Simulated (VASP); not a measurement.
# HfF2 (I4/mmm) in VASP: single point with PBE

Aim: the single point of HfF2 with PBE.

All numbers are computed with VASP 6.6.1; they aren't measurements. Logs are shortened: lines on timing, memory, paths and dates and some standing lists are left out, and cuts for length are marked.

## (1) The cell of the first run

Symmetry: I4/mmm, No. 139, tetragonal system. The conventional cell has a = 4.010 Å, b = 4.010 Å, c = 4.796 Å, α = 90.00°, β = 90.00°, γ = 90.00°. Within 3.1 Å of Hf (site symmetry 4/mmm) lie 8 F at 2.34 Å. F (site symmetry -4m2) has 4 Hf at 2.34 Å and 6 F at 2.40 to 2.84 Å within 3.1 Å.

## (2) Single point, PBE

Contents of INCAR:

```
SYSTEM = HfF2
  PREC = Accurate
  ENCUT = 520
  EDIFF = 1E-6
  ISMEAR = 0
  SIGMA = 0.1
  LREAL = .False.
  LASPH = .True.
  NELM = 100
  ALGO = Normal
  ISIF = 2
  LWAVE = .False.
  LCHARG = .True.
  GGA = PE
  LELF = .True.
  LVHAR = .True.
  NBANDS = 19
```

Contents of KPOINTS:

```
regular mesh
0
Gamma
  16 16 16
  0 0 0
```

Contents of POSCAR:

```
HfF2
1.0
   -2.0051105985      2.0051105985      2.3978947398
    2.0051105985     -2.0051105985      2.3978947398
    2.0051105985      2.0051105985     -2.3978947398
Hf F
1 2
Direct
    0.0000000000      0.0000000000      0.0000000000
    0.7500000000      0.2500000000      0.5000000000
    0.2500000000      0.7500000000      0.5000000000
```

Potentials or basis: VASP PAW PBE potentials, release 64 (Hf_pv, F).

The run is started by

```sh
cat potpaw_PBE.64/Hf_pv/POTCAR potpaw_PBE.64/F/POTCAR > POTCAR
mpirun -np 1 vasp_std > vasp.out
```

OUTCAR:

```text
SYSTEM = HfF2
   PREC = Accurate
   ENCUT = 520
   EDIFF = 1E-6
   ISMEAR = 0
   LREAL = .False.
   LASPH = .True.
   NELM = 100
   ISIF = 2
   GGA = PE

 ion  position               nearest neighbor table
   1  0.000  0.000  0.000-   2 2.34   3 2.34   2 2.34   3 2.34   2 2.34   3 2.34   2 2.34   3 2.34

   2  0.750  0.250  0.500-   1 2.34   1 2.34   1 2.34   1 2.34
   3  0.250  0.750  0.500-   1 2.34   1 2.34   1 2.34   1 2.34

  LATTYP: Found a body centered tetragonal cell.
 ALAT       =     4.0102211970
 C/A-ratio  =     1.1958915092

  Lattice vectors:

 A1 = (  -2.0051105985,   2.0051105985,   2.3978947398)
 A2 = (   2.0051105985,  -2.0051105985,   2.3978947398)
 A3 = (   2.0051105985,   2.0051105985,  -2.3978947398)

Analysis of symmetry for initial positions (statically):
=====================================================================
 Subroutine PRICEL returns:
 Original cell was already a primitive cell.

 Routine SETGRP: Setting up the symmetry group for a
 body centered tetragonal supercell.

 Subroutine GETGRP returns: Found 16 space group operations
 (whereof 16 operations were pure point group operations)
 out of a pool of 16 trial point group operations.

The static configuration has the point symmetry D_4h.

Analysis of symmetry for dynamics (positions and initial velocities):
=====================================================================
 Subroutine PRICEL returns:
 Original cell was already a primitive cell.

 Routine SETGRP: Setting up the symmetry group for a
 body centered tetragonal supercell.

 Subroutine GETGRP returns: Found 16 space group operations
 (whereof 16 operations were pure point group operations)
 out of a pool of 16 trial point group operations.

The dynamic configuration has the point symmetry D_4h.

 Subroutine INISYM returns: Found 16 space group operations
 (whereof 16 operations are pure point group operations),
 and found     1 'primitive' translations

----------------------------------------------------------------------------------------

                                     Primitive cell

  volume of cell :      38.5626

[... 84 lines left out ...]
   ISPIN  =      1    spin polarized calculation?
   LNONCOLLINEAR =      F non collinear calculations
   LSORBIT =      F    spin-orbit coupling
   LASPH  =      T    aspherical Exc in radial PAW
   ENCUT  =  520.0 eV  38.22 Ry    6.18 a.u.   6.90  6.90  6.90*2*pi/ulx,y,z
   NELM   =    100;   NELMIN=  2; NELMDL= -5     # of ELM steps
   EDIFF  = 0.1E-05   stopping-criterion for ELM
   LREAL  =      F    real-space projection
   EDIFFG = 0.1E-04   stopping-criterion for IOM
   NSW    =      0    number of steps for IOM
   IBRION =     -1    ionic relax: 0-MD 1-quasi-New 2-CG
   NFREE  =      0    steps in history (QN), initial steepest desc. (CG)
   ISIF   =      2    stress and relaxation
   ISYM   =      2    0-nonsym 1-usesym 2-fastsym
   POTIM  = 0.5000    time-step for ionic-motion
   TEBEG  =    0.0;   TEEND  =   0.0 temperature during run
   PSTRESS=    0.0 pullay stress
   NELECT =      24.0000    total number of electrons
   NUPDOWN=      -1.0000    fix difference up-down
   EMIN   =  10.00;   EMAX   =-10.00  energy-range for DOS
   EFERMI =   0.00;   METHOD = LEGACY
   ISMEAR =     0;   SIGMA  =   0.10  broadening in eV -4-tet -1-fermi 0-gaus
   EFERMI_NEDOS =   21; number of points for ismear=-14 and -15
   IALGO  =     38    algorithm
   IMIX   =      4    mixing-type and parameters
     AMIX     =   0.40;   BMIX     =  1.00
     AMIX_MAG =   1.60;   BMIX_MAG =  1.00
  volume/ion in A,a.u.               =      12.85        86.74
  Fermi-wavevector in a.u.,A,eV,Ry     =   1.397729  2.641325 26.580974  1.953646
  Thomas-Fermi vector in A             =   2.520957
   LORBIT       =      0    0 simple, 1 ext, 2 COOP (PROOUT), +10 PAW based schemes
   GGA     = PE    functional components
   LHFCALC =     F    Hartree Fock is set to
   AEXX    =    0.0000 exact exchange contribution
   IVDW    =     0    specifies the selected vdW correction
   LEPSILON=     F    determine dielectric tensor
   LRPA    =     F    only Hartree local field effects (RPA)
 non-spin polarized calculation
 Gauss-broadening in eV      SIGMA  =   0.10
  energy-cutoff  :      520.00
  volume of cell :       38.56
 maximum number of plane-waves:      1065
   NGX = 13   NGY = 13   NGZ = 13

 number of electron      24.0000011 magnetization

 Free energy of the ion-electron system (eV)
  ---------------------------------------------------
  ext. energy  EPLUGINS =         0.00000000
  ---------------------------------------------------
  free energy    TOTEN  =       -19.93004079 eV

  energy without entropy =      -19.92089599  energy(sigma->0) =      -19.92546839

 E-fermi :   6.6497     XC(G=0): -11.0720

 val. band max:        6.6475803084   @ k =  -0.1875  -0.2500   0.1250
 cond. band min:       6.6574722093   @ k =  -0.1875  -0.2500   0.0625
 fundamental gap:      0.0098919008
 Fermi energy:         6.6496797682

 k-point     1 :       0.0000    0.0000    0.0000
  band No.  band energies     occupation
      1     -26.6886      2.00000
      2     -26.6886      2.00000
      3     -26.5368      2.00000
      4     -21.5463      2.00000
      5     -20.3464      2.00000
      6      -4.1813      2.00000
[... 505 lines left out ...]
      6      -4.1677      2.00000
[... 11 lines left out ...]
     18      15.2200      0.00000
     19      15.3873      0.00000

 [... further k-points ...]

------------------------ aborting loop because EDIFF is reached ----------------------------------------

  FORCE on cell =-STRESS in cart. coord.  units (eV):
  Direction    XX          YY          ZZ          XY          YZ          ZX
  --------------------------------------------------------------------------------------
  -------------------------------------------------------------------------------------
  Total       -0.5957445     -0.5957445     -0.4157884      0.0000000      0.0000000      0.0000000
  in kB      -24.7516321    -24.7516321    -17.2749239      0.0000000      0.0000000      0.0000000
  external PRESSURE =     -22.2593961 kB  Pullay stress =       0.0000000 kB

 VOLUME and BASIS-vectors are now :
 -----------------------------------------------------------------------------
  energy-cutoff  :      520.00
  volume of cell :       38.56
      direct lattice vectors                 reciprocal lattice vectors
    -2.005110598  2.005110598  2.397894740     0.000000000  0.249362803  0.208516242
     2.005110598 -2.005110598  2.397894740     0.249362803  0.000000000  0.208516242
     2.005110598  2.005110598 -2.397894740     0.249362803  0.249362803  0.000000000

 POSITION                                       TOTAL-FORCE (eV/Angst)
 -----------------------------------------------------------------------------------
      0.00000      0.00000      0.00000         0.000000      0.000000     -0.000000
      0.00000      2.00511      1.19895         0.000000     -0.000000      0.000000
      2.00511      0.00000      1.19895        -0.000000      0.000000      0.000000
 -----------------------------------------------------------------------------------
    total drift:                                0.000000     -0.000000      0.000000

  FREE ENERGIE OF THE ION-ELECTRON SYSTEM (eV)
  ---------------------------------------------------
  free  energy   TOTEN  =       -19.9300407910 eV

  energy  without entropy=      -19.9208959853  energy(sigma->0) =      -19.92546839
```

stdout:

```text
POSCAR found type information on POSCAR HfF
 POSCAR found :  2 types and       3 ions
 scaLAPACK will be used
 LDA part: xc-table for (Slater+PW92), standard interpolation
 POSCAR, INCAR and KPOINTS ok, starting setup
 FFT: planning ... GRIDC
 FFT: planning ... GRID_SOFT
 FFT: planning ... GRID
 WAVECAR not read
 entering main loop
```

Run time: 1.9 min. Hardware: 1 thread of Intel Xeon 6975P-C (Granite Rapids), shared host; peak memory 0.34 GiB.

What came out:

```yaml
Free_energy: -19.9300 eV
Pressure: -2.2 GPa
Band_gap_on_the_k_mesh: zero (bands 12 and 13 overlap by 1.10 eV)
```

Stress tensor (GPa, compression positive):
```
-2.48  0.00  0.00
 0.00 -2.48  0.00
 0.00  0.00 -1.73
```

Caveat: spin-orbit coupling is left out, which moves the levels of the heavy elements.
